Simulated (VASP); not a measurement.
The system is Al.

```
CELL_PARAMETERS angstrom
0.00000 1.99744 1.99744
1.99744 0.00000 1.99744
1.99744 1.99744 0.00000
ATOMIC_POSITIONS crystal
Al 0.00000 0.00000 0.00000
```

Base run:

* Program: VASP 6.6.1
* Functional: b88 exchange, pbe correlation
* Potentials or basis: VASP PAW PBE potentials, release 64 (Al)
* Cutoff: 500 eV
* k mesh: 11 × 11 × 11
* Occupations: fermi-dirac, width 0.05 eV
* Spin: no spin polarisation

Its results: band gap on the k mesh zero (an odd number of electrons rules out a gap without spin polarisation); pressure 3.5 GPa.

**Question.** The run is repeated on the same cell with these changes: functional from b88 exchange, pbe correlation to HSE06; cutoff from 500 eV to 520 eV; k mesh from 11 × 11 × 11 to 6 × 6 × 6. What comes out?

**Answer.** Band gap on the k mesh zero (an odd number of electrons rules out a gap without spin polarisation); pressure 2.4 GPa.

Several settings changed at once.

Caveats: some runs use coarse meshes; the PAW data sets were made with another functional, which shifts forces and pressure a little; the cell stands under pressure (at least some runs).
